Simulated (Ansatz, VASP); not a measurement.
# One calculation of BaAgF3, two programs

```
Ba Ag F
1.0
     4.58518    0.00000    0.00000
     0.00000    4.58518    0.00000
     0.00000    0.00000    4.58518
Ba Ag F
1 1 3
Direct
  0.00000 0.00000 0.00000
  0.50000 0.50000 0.50000
  0.00000 0.50000 0.50000
  0.50000 0.50000 0.00000
  0.50000 0.00000 0.50000
```

Alike in both runs: functional PBE; k mesh 6 × 6 × 6; occupations gaussian, width 0.1 eV; no spin polarisation.

Ansatz relaxed the structure, and its values are those at the end. VASP's run is a single point on that final structure, the one shown.

```csv
,VASP,Ansatz
version,VASP 6.6.1,Ansatz 0.2.0
potentials or method,"VASP PAW PBE potentials, release 64 (Ba_sv, Ag, F), cutoff 520 eV","scalar-relativistic, plane waves, PAW"
valence electrons in the cell,42,50
```

Ansatz gave:

```
gap on the k mesh at the Fermi level (eV) : 0.30
least direct gap on the mesh (eV)         : 2.18
pressure (GPa)                            : -0.2
```

Task: Which values does VASP return?

Result: gap on the k mesh at the Fermi level (eV): 0.27; least direct gap on the mesh (eV): 2.14; pressure (GPa): -0.2.

The functional is the same, so the differences come from potentials, cutoffs and numerics. VASP's potentials hold 42 valence electrons a cell and Ansatz's 50, so a difference there can come from the potentials and not from the codes.

Spin-orbit coupling is off throughout.
